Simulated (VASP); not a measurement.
A run of VASP 6.6.1 is set up as follows.

File INCAR:

```
PREC = Accurate
ENCUT = 520
EDIFF = 1E-7
ISMEAR = -1
SIGMA = 0.05
LREAL = False
LASPH = True
NELM = 80
ALGO = Normal
ISIF = 2
LWAVE = False
LCHARG = False
LDIPOL = True
IDIPOL = 3
DIPOL = 0.5 0.5 0.500
NBANDS = 17
```

KPOINTS

```
regular mesh
0
Gamma
  8 8 1
```

The input POSCAR:

```
Ba
1.0
    3.9100000000      0.0000000000      0.0000000000
   -1.9550000000      3.6500000000      0.0000000000
    0.0000000000      0.0000000000     20.7000000000
Ba
2
Direct
    0.0000000000      0.0000000000      0.3623188406
    0.0000000000      0.0000000000      0.6376811594
```

Potentials or basis: VASP PAW LDA potentials, release 64 (Ba_sv).

Run with:

```sh
$ cat potpaw_LDA.64/Ba_sv/POTCAR > POTCAR
$ mpirun -np 1 vasp_std > vasp.out
```

Estimate the largest force.

0.211 eV/Å.

Estimate the band gap on the k mesh.

zero (band 10 reaches -0.14 eV, above the bottom of band 11 at -0.95 eV).

Forces on the atoms (eV/Å):
```
Ba   0.000  0.000  0.211
Ba   0.000  0.000 -0.211
```

Caveat: spin-orbit coupling is left out, which moves the levels of the heavy elements.
